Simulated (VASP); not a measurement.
Wanted: the native input for a VASP 6.6.1 run.

| Quantity | Value |
| --- | --- |
| Task | single point |
| Functional | PBE |
| Potentials or basis | VASP PAW PBE potentials, release 64 (Be, Rh_pv, S) |
| Cutoff | 520 eV |
| k mesh | 6 × 6 × 4 |
| Occupations | gaussian, width 0.1 eV |
| Spin | collinear spin, ferromagnetic start |
| Starting moments | [0.0, 1.0, 0.0, 0.0, 0.0] μB |
| Dipole correction | no |
| Further INCAR settings | ALGO = Normal; EDIFF = 1e-06; NBANDS = 30 |

The structure of BeRhS3 lies in POSCAR:

```
BeRhS3
1.0
    5.1009882400      0.0000000000      0.0000000000
   -2.5504941200      4.4175854000      0.0000000000
    0.0000000000      0.0000000000      4.0415546000
Be Rh S
1 1 3
Direct
    0.0000000000      0.0000000000      0.5000000000
    0.0000000000      0.0000000000      0.0000000000
    0.5000000000      0.0000000000      0.0000000000
    0.0000000000      0.5000000000      0.0000000000
    0.5000000000      0.5000000000      0.0000000000
```

The cell was generated, and may not be a known phase.

One way to write it, as run:

INCAR

```
SYSTEM = BeRhS3
ALGO = Normal
EDIFF = 1E-6
ENCUT = 520
GGA = PE
ISIF = 2
ISMEAR = 0
ISPIN = 2
LASPH = .TRUE.
LCHARG = .TRUE.
LELF = .TRUE.
LMAXMIX = 4
LORBIT = 11
LREAL = .FALSE.
LVHAR = .TRUE.
LWAVE = .FALSE.
MAGMOM = 0 1 0 0 0
NBANDS = 30
NELM = 150
PREC = Accurate
SIGMA = 0.1
```

KPOINTS

```
k-points
0
G
  6 6 4
  0 0 0
```

Potentials or basis: VASP PAW PBE potentials, release 64 (Be, Rh_pv, S).

The run is started by

```sh
$ cat potpaw_PBE.64/Be/POTCAR potpaw_PBE.64/Rh_pv/POTCAR potpaw_PBE.64/S/POTCAR > POTCAR
$ mpirun -np 1 vasp_std > vasp.out
```

It gave:

- Pressure: 4.6 GPa
- Net moment: 0.00 μB per cell
- Valence electrons inside the program's atomic spheres: Be 0.91; Rh 14.07; S 3.55

Caveat: the k points lie up to 0.39 Å⁻¹ apart.

Wall time 110 s on 1 thread of AMD EPYC 7R13 Processor (Zen 3), with other jobs on the host, peak memory 0.26 GiB.
